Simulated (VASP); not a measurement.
# Bi (Im-3m) in VASP: notebook, part 2 of 2

VASP 6.6.1.

## Step 5: Single point, RPBE (volume scaled by 1.04)

Input file INCAR:

```
  PREC = Accurate
  ENCUT = 520
  EDIFF = 1E-6
  ISMEAR = -1
  SIGMA = 0.1
  LREAL = F
  LASPH = T
  NELM = 60
  ALGO = Normal
  ISIF = 2
  LWAVE = F
  LCHARG = F
  GGA = RP
  NBANDS = 14
```

Input file KPOINTS:

```
Automatic mesh
0
Gamma
  12 12 12
```

Input file POSCAR:

```
Bi
1.0
   -2.0382517462      2.0382517462      2.0382517462
    2.0382517462     -2.0382517462      2.0382517462
    2.0382517462      2.0382517462     -2.0382517462
Bi
1
Direct
    0.0000000000      0.0000000000      0.0000000000
```

Potentials or basis: VASP PAW PBE potentials, release 64 (Bi_d).

On the command line:

```console
$ cat potpaw_PBE.64/Bi_d/POTCAR > POTCAR
$ mpirun -np 1 vasp_std > vasp.out
```

OUTCAR:

```text
PREC = Accurate
   ENCUT = 520
   EDIFF = 1E-6
   ISMEAR = -1
   LREAL = F
   LASPH = T
   NELM = 60
   ISIF = 2
   GGA = RP

 ion  position               nearest neighbor table
   1  0.000  0.000  0.000-

  LATTYP: Found a body centered cubic cell.
 ALAT       =     4.0765034924

  Lattice vectors:

 A1 = (  -2.0382517462,   2.0382517462,   2.0382517462)
 A2 = (   2.0382517462,  -2.0382517462,   2.0382517462)
 A3 = (   2.0382517462,   2.0382517462,  -2.0382517462)

[... 576 lines left out ...]
      5     -15.9021      2.00000
      6      -3.2526      2.00000
      7       2.7068      2.00000
      8       7.1492      0.44786
      9       8.8515      0.00000
     10      14.6040      0.00000
     11      16.0585      0.00000
     12      19.3199      0.00000
     13      20.5192      0.00000
     14      22.6282      0.00000

 [... further k-points ...]
[... 5 lines left out ...]
  --------------------------------------------------------------------------------------
  -------------------------------------------------------------------------------------
  Total       -0.4135805     -0.4135805     -0.4135805      0.0000000      0.0000000     -0.0000000
  in kB      -19.5630798    -19.5630798    -19.5630798      0.0000000      0.0000000     -0.0000000
  external PRESSURE =     -19.5630798 kB  Pullay stress =       0.0000000 kB

 VOLUME and BASIS-vectors are now :
 -----------------------------------------------------------------------------
  energy-cutoff  :      520.00
  volume of cell :       33.87
      direct lattice vectors                 reciprocal lattice vectors
    -2.038251746  2.038251746  2.038251746     0.000000000  0.245308265  0.245308265
     2.038251746 -2.038251746  2.038251746     0.245308265  0.000000000  0.245308265
     2.038251746  2.038251746 -2.038251746     0.245308265  0.245308265  0.000000000

 POSITION                                       TOTAL-FORCE (eV/Angst)
 -----------------------------------------------------------------------------------
      0.00000      0.00000      0.00000         0.000000      0.000000      0.000000
 -----------------------------------------------------------------------------------
    total drift:                               -0.000000     -0.000000     -0.000000

  FREE ENERGIE OF THE ION-ELECTRON SYSTEM (eV)
  ---------------------------------------------------
  free  energy   TOTEN  =        -3.3702497171 eV

  energy  without entropy=       -3.3495323019  energy(sigma->0) =       -3.35989101
```

OSZICAR:

```text
N       E                     dE             d eps       ncg     rms          rms(c)
DAV:   1     0.116475357805E+03    0.11648E+03   -0.76392E+03  2052   0.119E+03
DAV:   2     0.358205825386E+01   -0.11289E+03   -0.10896E+03  2160   0.337E+02
DAV:   3    -0.319638983132E+01   -0.67784E+01   -0.67547E+01  2540   0.805E+01
DAV:   4    -0.336079217445E+01   -0.16440E+00   -0.16436E+00  2540   0.135E+01
DAV:   5    -0.336853399685E+01   -0.77418E-02   -0.77417E-02  2896   0.266E+00    0.478E-01
DAV:   6    -0.336842240608E+01    0.11159E-03   -0.77934E-03  2798   0.109E+00    0.308E-01
DAV:   7    -0.337009130855E+01   -0.16689E-02   -0.66009E-03  2634   0.993E-01    0.823E-02
DAV:   8    -0.337024649490E+01   -0.15519E-03   -0.75104E-04  2772   0.385E-01    0.161E-02
DAV:   9    -0.337024699653E+01   -0.50163E-06   -0.16187E-05  2630   0.502E-02    0.944E-03
DAV:  10    -0.337024968662E+01   -0.26901E-05   -0.66174E-06  2562   0.245E-02    0.172E-03
DAV:  11    -0.337024971707E+01   -0.30449E-07   -0.29917E-07  1812   0.816E-03
   1 F= -.33702497E+01 E0= -.33598910E+01  d E =-.207174E-01
```

It took 12 s on 1 thread of Intel Xeon 6975P-C (Granite Rapids), shared host; peak memory 0.17 GiB.

What came out:

* Free energy: -3.3702 eV
* Pressure: -2.0 GPa

Caveat: the PAW data sets were made with another functional, which shifts forces and pressure a little; spin-orbit coupling is left out, which moves the levels of the heavy elements.

## Step 6: Single point, RPBE (volume scaled by 1.12)

Input file INCAR:

```
SYSTEM = Bi
PREC = Accurate ; ENCUT = 520
EDIFF = 1E-6 ; ISMEAR = -1
SIGMA = 0.1 ; LREAL = .FALSE.
LASPH = .TRUE. ; NELM = 60
ALGO = Normal ; ISIF = 2
LWAVE = .FALSE. ; LCHARG = .FALSE.
GGA = RP ; NBANDS = 14
```

Input file KPOINTS:

```
regular mesh
0
G
  12 12 12
  0 0 0
```

Input file POSCAR:

```
Bi
1.0
   -2.0892290256      2.0892290256      2.0892290256
    2.0892290256     -2.0892290256      2.0892290256
    2.0892290256      2.0892290256     -2.0892290256
Bi
1
Direct
    0.0000000000      0.0000000000      0.0000000000
```

Potentials or basis: VASP PAW PBE potentials, release 64 (Bi_d).

On the command line:

```console
$ cat potpaw_PBE.64/Bi_d/POTCAR > POTCAR
$ mpirun -np 1 vasp_std > vasp.out
```

OUTCAR:

```text
SYSTEM = Bi
   PREC = Accurate
   ENCUT = 520
   EDIFF = 1E-6
   ISMEAR = -1
   LREAL = .FALSE.
   LASPH = .TRUE.
   NELM = 60
   ISIF = 2
   GGA = RP

 ion  position               nearest neighbor table
   1  0.000  0.000  0.000-

  LATTYP: Found a body centered cubic cell.
 ALAT       =     4.1784580512

  Lattice vectors:

 A1 = (  -2.0892290256,   2.0892290256,   2.0892290256)
 A2 = (   2.0892290256,  -2.0892290256,   2.0892290256)
 A3 = (   2.0892290256,   2.0892290256,  -2.0892290256)

Analysis of symmetry for initial positions (statically):
=====================================================================
 Subroutine PRICEL returns:
 Original cell was already a primitive cell.

 Routine SETGRP: Setting up the symmetry group for a
 body centered cubic supercell.

 Subroutine GETGRP returns: Found 48 space group operations
 (whereof 48 operations were pure point group operations)
 out of a pool of 48 trial point group operations.

The static configuration has the point symmetry O_h .

Analysis of symmetry for dynamics (positions and initial velocities):
=====================================================================
 Subroutine PRICEL returns:
 Original cell was already a primitive cell.

 Routine SETGRP: Setting up the symmetry group for a
 body centered cubic supercell.

 Subroutine GETGRP returns: Found 48 space group operations
 (whereof 48 operations were pure point group operations)
 out of a pool of 48 trial point group operations.

The dynamic configuration has the point symmetry O_h .

 Subroutine INISYM returns: Found 48 space group operations
 (whereof 48 operations are pure point group operations),
 and found     1 'primitive' translations

----------------------------------------------------------------------------------------

                                     Primitive cell
[... 114 lines left out ...]
   GGA     = RP    functional components
   LHFCALC =     F    Hartree Fock is set to
   AEXX    =    0.0000 exact exchange contribution
   IVDW    =     0    specifies the selected vdW correction
   LEPSILON=     F    determine dielectric tensor
   LRPA    =     F    only Hartree local field effects (RPA)
 non-spin polarized calculation
  energy-cutoff  :      520.00
  volume of cell :       36.48
 maximum number of plane-waves:       997
   NGX = 13   NGY = 13   NGZ = 13

 number of electron      14.9999997 magnetization

 Free energy of the ion-electron system (eV)
  ---------------------------------------------------
  ext. energy  EPLUGINS =         0.00000000
  ---------------------------------------------------
  free energy    TOTEN  =        -3.31928333 eV

  energy without entropy =       -3.29607430  energy(sigma->0) =       -3.30767882

 E-fermi :   6.1836     XC(G=0):  -9.4696

 val. band max:        6.1374589891   @ k =   0.1667   0.0833   0.0000
 cond. band min:       6.2829258489   @ k =  -0.4167   0.5000   0.0833
 fundamental gap:      0.1454668598
 Fermi energy:         6.1836459950

 k-point     1 :       0.0000    0.0000    0.0000
  band No.  band energies     occupation
      1     -16.8376      2.00000
      2     -16.8376      2.00000
      3     -16.8376      2.00000
      4     -16.7645      2.00000
      5     -16.7645      2.00000
      6      -6.3495      2.00000
      7      10.2763      0.00000
      8      10.2763      0.00000
      9      10.2763      0.00000
     10      13.4631      0.00000
     11      16.5536      0.00000
     12      16.5536      0.00000
     13      16.5536      0.00000
     14      16.9286      0.00000
[... 377 lines left out ...]
      1     -16.8510      2.00000
      2     -16.8134      2.00000
      3     -16.7699      2.00000
      4     -16.7680      2.00000
      5     -16.7265      2.00000
      6      -4.0256      2.00000
      7       2.2501      2.00000
      8       6.3257      0.38909
      9       7.9463      0.00000
     10      13.4123      0.00000
     11      14.8820      0.00000
     12      18.1409      0.00000
     13      19.3610      0.00000
     14      21.0945      0.00000

 [... further k-points ...]

------------------------ aborting loop because EDIFF is reached ----------------------------------------

  FORCE on cell =-STRESS in cart. coord.  units (eV):
  Direction    XX          YY          ZZ          XY          YZ          ZX
  --------------------------------------------------------------------------------------
  -------------------------------------------------------------------------------------
  Total       -0.9744266     -0.9744266     -0.9744266      0.0000000     -0.0000000     -0.0000000
  in kB      -42.7997811    -42.7997811    -42.7997811      0.0000000     -0.0000000     -0.0000000
  external PRESSURE =     -42.7997811 kB  Pullay stress =       0.0000000 kB

 VOLUME and BASIS-vectors are now :
 -----------------------------------------------------------------------------
  energy-cutoff  :      520.00
  volume of cell :       36.48
      direct lattice vectors                 reciprocal lattice vectors
    -2.089229026  2.089229026  2.089229026     0.000000000  0.239322733  0.239322733
     2.089229026 -2.089229026  2.089229026     0.239322733  0.000000000  0.239322733
     2.089229026  2.089229026 -2.089229026     0.239322733  0.239322733  0.000000000

 POSITION                                       TOTAL-FORCE (eV/Angst)
 -----------------------------------------------------------------------------------
      0.00000      0.00000      0.00000         0.000000      0.000000      0.000000
 -----------------------------------------------------------------------------------
    total drift:                               -0.000000     -0.000000     -0.000000

  FREE ENERGIE OF THE ION-ELECTRON SYSTEM (eV)
  ---------------------------------------------------
  free  energy   TOTEN  =        -3.3192833289 eV

  energy  without entropy=       -3.2960743031  energy(sigma->0) =       -3.30767882
```

stdout:

```text
POSCAR found type information on POSCAR Bi
 POSCAR found :  1 types and       1 ions
 scaLAPACK will be used
 -----------------------------------------------------------------------------
|                                                                             |
|                                                                             |
|     You enforced a specific xc type in the INCAR file but a different       |
|     I HOPE YOU KNOW WHAT YOU ARE DOING!                                     |
|                                                                             |
 -----------------------------------------------------------------------------

 LDA part: xc-table for (Slater+PW92), standard interpolation
 POSCAR, INCAR and KPOINTS ok, starting setup
 FFT: planning ... GRIDC
 FFT: planning ... GRID_SOFT
 FFT: planning ... GRID
 WAVECAR not read
 entering main loop
```

Run time: 13 s. Hardware: 1 thread of Intel Xeon 6975P-C (Granite Rapids), shared host; peak memory 0.17 GiB.

Results:

| Property | Result |
| --- | --- |
| Free energy | -3.3193 eV |
| Pressure | -4.3 GPa |

Caveat: the PAW data sets were made with another functional, which shifts forces and pressure a little; spin-orbit coupling is left out, which moves the levels of the heavy elements.

## Step 7: The runs side by side

| cell | gap on the mesh (eV) | pressure (GPa) |
| --- | --- | --- |
| a = 3.389 Å, angles 109.5°, 1 atom | none | 4.4 |
| a = 3.437 Å, angles 109.5°, 1 atom | none | 1.7 |
| a = 3.485 Å, angles 109.5°, 1 atom | none | -0.3 |
| a = 3.530 Å, angles 109.5°, 1 atom | none | -2.0 |
| a = 3.619 Å, angles 109.5°, 1 atom | none | -4.3 |

Alike in all rows: task single point; level RPBE; potentials or basis VASP PAW PBE potentials, release 64 (Bi_d); no spin polarisation; k mesh 12 × 12 × 12; cutoff (eV) 520; smearing fermi-dirac 0.1 eV.

Caveats: the PAW data sets were made with another functional, which shifts forces and pressure a little; spin-orbit coupling is left out, which moves the levels of the heavy elements.

Total energies depend on the potentials used, so only differences within one code and one set of settings carry meaning.
